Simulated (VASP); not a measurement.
# SnO (P4/nmm) in VASP: a series of runs

SnO is run at these levels: HSE06, PBE; tasks: single point.

Everything below comes from runs of VASP 6.6.1. Logs are shortened: lines on timing, memory, paths and dates and some standing lists are left out, and cuts for length are marked.

**1. The cell of the first run**

Symmetry: P4/nmm, No. 129, tetragonal system. The conventional cell has a = 3.755 Å, b = 3.755 Å, c = 4.711 Å, α = 90.00°, β = 90.00°, γ = 90.00°. Within 2.9 Å of Sn (site symmetry 4mm) lie 4 O at 2.21 Å. Within 2.9 Å of O (site symmetry -4m2) lie 4 Sn at 2.21 Å and 4 O at 2.65 Å.

**2. Single point, HSE06 (strain -1.0%)**

File POSCAR:

```
SnO
1.0
    3.7546621811      0.0000000000      0.0000000000
    0.0000000000      3.7546621811      0.0000000000
    0.0000000000      0.0000000000      4.7108033556
Sn O
2 2
Direct
    0.0000000000      0.5000000000      0.2456701158
    0.5000000000      0.0000000000      0.7543298842
    0.5000000000      0.5000000000      0.0000000000
    0.0000000000      0.0000000000      0.0000000000
```

File INCAR.step1:

```
ALGO = Normal ; EDIFF = 1E-5
ENCUT = 520 ; GGA = PE
GGA_COMPAT = False ; ISIF = 2
ISMEAR = -1 ; KPAR = 4
LASPH = True ; LCHARG = False
LREAL = False ; LWAVE = True
NBANDS = 28 ; NELM = 120
PREC = Accurate ; SIGMA = 0.02
```

File INCAR.step2:

```
ALGO = Normal ; EDIFF = 1E-6
ENCUT = 520 ; GGA = PE
GGA_COMPAT = False ; HFSCREEN = 0.2079
ISIF = 2 ; ISMEAR = -1
ISTART = 1 ; KPAR = 4
LASPH = True ; LCHARG = False
LHFCALC = True ; LREAL = False
LWAVE = False ; NBANDS = 28
NELM = 120 ; PREC = Accurate
PRECFOCK = Normal ; SIGMA = 0.02
```

File KPOINTS:

```
k-points
0
Gamma
  4 4 4
```

Potentials or basis: VASP PAW PBE potentials, release 64 (Sn_d, O).

The run is started by

```sh
> cat potpaw_PBE.64/Sn_d/POTCAR potpaw_PBE.64/O/POTCAR > POTCAR
> cp INCAR.step1 INCAR
> mpirun -np 4 vasp_std > vasp.out
> cp INCAR.step2 INCAR
> mpirun -np 4 vasp_std > vasp.out
```

OUTCAR:

```text
EDIFF = 1E-6
   ENCUT = 520
   GGA = PE
   HFSCREEN = 0.2079
   ISIF = 2
   ISMEAR = -1
   ISTART = 1
   LASPH = True
   LHFCALC = True
   LREAL = False
   NELM = 120
   PREC = Accurate
   PRECFOCK = Normal

 ion  position               nearest neighbor table
   1  0.000  0.500  0.246-   3 2.21   4 2.21   4 2.21   3 2.21   2 3.52   2 3.52   2 3.52   2 3.52
                             2 3.58   2 3.58   2 3.58   2 3.58
   2  0.500  0.000  0.754-   3 2.21   4 2.21   3 2.21   4 2.21   1 3.52   1 3.52   1 3.52   1 3.52
                             1 3.58   1 3.58   1 3.58   1 3.58
   3  0.500  0.500  0.000-   1 2.21   2 2.21   2 2.21   1 2.21
   4  0.000  0.000  0.000-   1 2.21   2 2.21   1 2.21   2 2.21

  LATTYP: Found a simple tetragonal cell.
 ALAT       =     3.7546621811
 C/A-ratio  =     1.2546543812

  Lattice vectors:

 A1 = (   3.7546621811,   0.0000000000,   0.0000000000)
 A2 = (   0.0000000000,   3.7546621811,   0.0000000000)
 A3 = (   0.0000000000,   0.0000000000,   4.7108033556)

Analysis of symmetry for initial positions (statically):
=====================================================================
 Subroutine PRICEL returns:
 Original cell was already a primitive cell.

 Routine SETGRP: Setting up the symmetry group for a
 simple tetragonal supercell.

 Subroutine GETGRP returns: Found 16 space group operations
 (whereof  8 operations were pure point group operations)
 out of a pool of 16 trial point group operations.

The static configuration has the point symmetry D_2d.
 The point group associated with its full space group is D_4h.

Analysis of symmetry for dynamics (positions and initial velocities):
=====================================================================
 Subroutine PRICEL returns:
 Original cell was already a primitive cell.

 Routine SETGRP: Setting up the symmetry group for a
 simple tetragonal supercell.

 Subroutine GETGRP returns: Found 16 space group operations
 (whereof  8 operations were pure point group operations)
 out of a pool of 16 trial point group operations.

The dynamic configuration has the point symmetry D_2d.
 The point group associated with its full space group is D_4h.

 Subroutine INISYM returns: Found 16 space group operations
 (whereof  8 operations are pure point group operations),
 and found     1 'primitive' translations

[... 96 lines left out ...]
   NFREE  =      0    steps in history (QN), initial steepest desc. (CG)
   ISIF   =      2    stress and relaxation
   ISYM   =      3    0-nonsym 1-usesym 2-fastsym
   POTIM  = 0.5000    time-step for ionic-motion
   TEBEG  =    0.0;   TEEND  =   0.0 temperature during run
   PSTRESS=    0.0 pullay stress
   NELECT =      40.0000    total number of electrons
   NUPDOWN=      -1.0000    fix difference up-down
   EMIN   =  10.00;   EMAX   =-10.00  energy-range for DOS
   EFERMI =   0.00;   METHOD = LEGACY
   ISMEAR =    -1;   SIGMA  =   0.02  broadening in eV -4-tet -1-fermi 0-gaus
   EFERMI_NEDOS =   21; number of points for ismear=-14 and -15
   IALGO  =     38    algorithm
   IMIX   =      1    mixing-type and parameters
     AMIX     =   0.40;   BMIX     =  1.00
     AMIX_MAG =   1.60;   BMIX_MAG =  1.00
  volume/ion in A,a.u.               =      16.60       112.04
  Fermi-wavevector in a.u.,A,eV,Ry     =   1.382556  2.612651 26.006990  1.911460
  Thomas-Fermi vector in A             =   2.507236
   LORBIT       =      0    0 simple, 1 ext, 2 COOP (PROOUT), +10 PAW based schemes
   GGA     = PE    functional components
   LHFCALC =     T    Hartree Fock is set to
   PRECFOCK=normal    Normal, Fast or Accurate (Low or Medium for compatibility)
   ENCUT4O =  -1.0   cutoff for four orbital integrals eV
   NKREDX  =     1    reduce k-point grid by
   NKREDY  =     1    reduce k-point grid by
   NKREDZ  =     1    reduce k-point grid by
   AEXX    =    0.2500 exact exchange contribution
   HFSCREEN=    0.2079 screening length (either q_TF or 0.3 A-1)
   HFSCREENC=   0.2079 screening length for correlation (either q_TF or 0.3 A-1)
   ENCUTFOCK=  -1.0 apply spherical cutoff to Coloumb kernel
   IVDW    =     0    specifies the selected vdW correction
   LEPSILON=     F    determine dielectric tensor
   LRPA    =     F    only Hartree local field effects (RPA)
 non-spin polarized calculation
  energy-cutoff  :      520.00
  volume of cell :       66.41
 maximum number of plane-waves:      1808
 NGX is ok and might be reduce to    28
  NGX = 24; NGY = 24; NGZ = 28

 number of electron      40.0000011 magnetization

 Free energy of the ion-electron system (eV)
  ---------------------------------------------------
  ext. energy  EPLUGINS =         0.00000000
  ---------------------------------------------------
  free energy    TOTEN  =       -27.96381726 eV

  energy without entropy =      -27.96294876  energy(sigma->0) =      -27.96338301

 E-fermi :   7.7514     XC(G=0):  -8.7142

 val. band max:        7.1564126928   @ k =   0.0000   0.0000   0.2500
 cond. band min:       7.7513850261   @ k =   0.5000   0.5000   0.0000
 fundamental gap:      0.5949723333
 Fermi energy:         7.7513705387

 k-point     1 :       0.0000    0.0000    0.0000
  band No.  band energies     occupation
      1     -16.8693      2.00000
      2     -16.3015      2.00000
      3     -16.2930      2.00000
      4     -16.2930      2.00000
      5     -16.2263      2.00000
      6     -16.2179      2.00000
[... 547 lines left out ...]
     27      19.1234      0.00000
     28      19.1234      0.00000

------------------------ aborting loop because EDIFF is reached ----------------------------------------

  FORCE on cell =-STRESS in cart. coord.  units (eV):
  Direction    XX          YY          ZZ          XY          YZ          ZX
  --------------------------------------------------------------------------------------
  -------------------------------------------------------------------------------------
  Total        1.1444540      1.1444540      0.9066654      0.0000000     -0.0000000      0.0000000
  in kB       27.6103697     27.6103697     21.8736314      0.0000000     -0.0000000      0.0000000
  external PRESSURE =      25.6981236 kB  Pullay stress =       0.0000000 kB

 VOLUME and BASIS-vectors are now :
 -----------------------------------------------------------------------------
  energy-cutoff  :      520.00
  volume of cell :       66.41
      direct lattice vectors                 reciprocal lattice vectors
     3.754662181  0.000000000  0.000000000     0.266335545  0.000000000  0.000000000
     0.000000000  3.754662181  0.000000000     0.000000000  0.266335545  0.000000000
     0.000000000  0.000000000  4.710803356     0.000000000  0.000000000  0.212278018

 POSITION                                       TOTAL-FORCE (eV/Angst)
 -----------------------------------------------------------------------------------
      0.00000      1.87733      1.15730         0.000000      0.000000      0.038695
      1.87733      0.00000      3.55350         0.000000      0.000000     -0.038695
      1.87733      1.87733      0.00000         0.000000     -0.000000      0.000000
      0.00000      0.00000      0.00000         0.000000      0.000000      0.000000
 -----------------------------------------------------------------------------------
    total drift:                               -0.000001     -0.000001      0.000001

  FREE ENERGIE OF THE ION-ELECTRON SYSTEM (eV)
  ---------------------------------------------------
  free  energy   TOTEN  =       -27.9638172638 eV

  energy  without entropy=      -27.9629487591  energy(sigma->0) =      -27.96338301
```

OUTCAR.step1:

```text
EDIFF = 1E-5
   ENCUT = 520
   GGA = PE
   ISIF = 2
[... 783 lines left out ...]
      0.00000      1.87733      1.15730         0.000000      0.000000      0.658343
      1.87733      0.00000      3.55350         0.000000      0.000000     -0.658343
      1.87733      1.87733      0.00000        -0.000000      0.000000      0.000000
      0.00000      0.00000      0.00000         0.000000     -0.000000      0.000000
 -----------------------------------------------------------------------------------
    total drift:                                0.000000      0.000000      0.000000

  FREE ENERGIE OF THE ION-ELECTRON SYSTEM (eV)
  ---------------------------------------------------
  free  energy   TOTEN  =       -22.5762139151 eV

  energy  without entropy=      -22.5753474611  energy(sigma->0) =      -22.57578069
```

OSZICAR.step1:

```text
N       E                     dE             d eps       ncg     rms          rms(c)
DAV:   1     0.418281638647E+03    0.41828E+03   -0.19977E+04  1044   0.226E+03
DAV:   2     0.380426616274E+02   -0.38024E+03   -0.36537E+03  1036   0.547E+02
DAV:   3    -0.230794984551E+02   -0.61122E+02   -0.59906E+02  1128   0.181E+02
DAV:   4    -0.261285747884E+02   -0.30491E+01   -0.30342E+01  1144   0.428E+01
DAV:   5    -0.261972722692E+02   -0.68697E-01   -0.68688E-01  1100   0.699E+00    0.117E+01
DAV:   6    -0.225856129224E+02    0.36117E+01   -0.15253E+01  1608   0.442E+01    0.488E+00
DAV:   7    -0.225937425827E+02   -0.81297E-02   -0.19070E+00  1184   0.848E+00    0.247E+00
DAV:   8    -0.225824657130E+02    0.11277E-01   -0.25590E-01  1404   0.356E+00    0.800E-01
DAV:   9    -0.225753331261E+02    0.71326E-02   -0.39371E-02  1620   0.226E+00    0.225E-01
DAV:  10    -0.225763089260E+02   -0.97580E-03   -0.52888E-03  1320   0.662E-01    0.976E-02
DAV:  11    -0.225762007138E+02    0.10821E-03   -0.97725E-04  1508   0.311E-01    0.197E-02
DAV:  12    -0.225762181729E+02   -0.17459E-04   -0.13223E-04  1032   0.675E-02    0.245E-02
DAV:  13    -0.225762139151E+02    0.42578E-05   -0.21641E-05   836   0.433E-02
   1 F= -.22576214E+02 E0= -.22575781E+02  d E =-.866454E-03
```

Run time: 28 min. Hardware: 4 MPI ranks of AMD EPYC 7R13 (Zen 3), shared host; peak memory 0.28 GiB.

Results:

- Free energy: -27.9638 eV
- Pressure: 2.6 GPa
- Largest force: 0.039 eV/Å
- Band gap on the k mesh: zero (band 20 reaches 7.91 eV, above the bottom of band 21 at 7.75 eV)

Forces in eV/Å, atoms in the order of the input:
```
Sn   0.000  0.000  0.039
Sn   0.000  0.000 -0.039
O    0.000  0.000  0.000
O    0.000  0.000  0.000
```

Levels at points of the mesh, in eV from the Fermi level:
```csv
k point,band 17,band 18,band 19,band 20,band 21,band 22,band 23,band 24
"(0.00, 0.00, 0.00)",-4.70,-4.32,-4.32,0.16,2.96,5.12,5.12,5.31
"(0.50, 0.00, 0.00)",-6.20,-6.20,-3.59,-3.59,3.99,3.99,6.71,6.71
"(0.50, 0.50, 0.00)",-3.59,-3.59,-2.39,-2.39,0.00,0.00,4.97,4.97
"(0.00, 0.00, 0.50)",-4.33,-4.33,-3.15,-2.94,2.40,3.22,3.22,4.13
"(0.50, 0.00, 0.50)",-6.15,-6.15,-2.43,-2.43,3.26,3.26,6.06,6.06
"(0.50, 0.50, 0.50)",-3.60,-3.60,-3.38,-3.38,2.52,2.52,5.00,5.00
```

Caveat: the k points lie up to 0.42 Å⁻¹ apart; the cell differs from its parent crystal (strain -1.0%); the PAW data sets were made with another functional, which shifts forces and pressure a little; spin-orbit coupling is left out, which moves the levels of the heavy elements.

(Part 1 of 3 ends here.)
